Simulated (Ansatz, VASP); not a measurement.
AgI in VASP and in Ansatz

```xyz
4
Lattice="4.5902 0.0000 0.0000 -2.2951 3.9752 0.0000 0.0000 0.0000 7.5080" Properties=species:S:1:pos:R:3 pbc="T T T"
Ag    2.2951    1.3251    4.7124
Ag    0.0000    2.6502    0.9585
I     2.2951    1.3251    0.0176
I     0.0000    2.6502    3.7716
```

Alike in both runs: task single point; functional PBE; k mesh 6 × 6 × 4; no spin polarisation.

|  | VASP | Ansatz |
| --- | --- | --- |
| version | VASP 6.6.1 | Ansatz 0.2.0 |
| potentials or method | VASP PAW PBE potentials, release 64 (Ag, I) | plane waves, PAW |
| plane-wave cutoff (eV) | 500 | 420 |
| occupations | gaussian, width 0.01 eV | fixed |
| valence electrons in the cell | 36 | 72 |

|  | VASP | Ansatz | Ansatz less VASP |
| --- | --- | --- | --- |
| gap on the k mesh at the Fermi level (eV) | 1.37 | 1.37 | -0.003 |
| pressure (GPa) | 1.8 | 1.9 | +0.06 |

VASP's potentials hold 36 valence electrons a cell and Ansatz's 72, so a difference there can come from the potentials and not from the codes.

Spin-orbit coupling is off throughout.
